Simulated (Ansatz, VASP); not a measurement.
Two plane-wave programs on Pd

```xyz
2
Lattice="3.2464 0.0000 0.0000 0.0000 3.2464 0.0000 0.0000 0.0000 3.2464" Properties=species:S:1:pos:R:3 pbc="T T T"
Pd    0.0000    0.0000    0.0000
Pd    1.6232    1.6232    1.6232
```

Alike in both runs: task single point; functional BLYP; k mesh 16 × 16 × 16; occupations fermi-dirac, width 0.05 eV; collinear spin.

```csv
,VASP,Ansatz
version,VASP 6.6.1,Ansatz 0.2.0
potentials or method,"VASP PAW PBE potentials, release 64 (Pd), cutoff 520 eV","plane waves (420 eV) with PAW, scalar-relativistic"
valence electrons in the cell,20,36
```

Ansatz gave:

```
pressure (GPa)           : -4.5
net moment per atom (μB) : 0.00
```

Estimate VASP's values.

pressure (GPa): -4.3; net moment per atom (μB): 0.00.

VASP's potentials were made for PBE, not for BLYP. VASP's potentials hold 20 valence electrons a cell and Ansatz's 36, so a difference there can come from the potentials and not from the codes. Ansatz's warnings: seeded moment not kept.
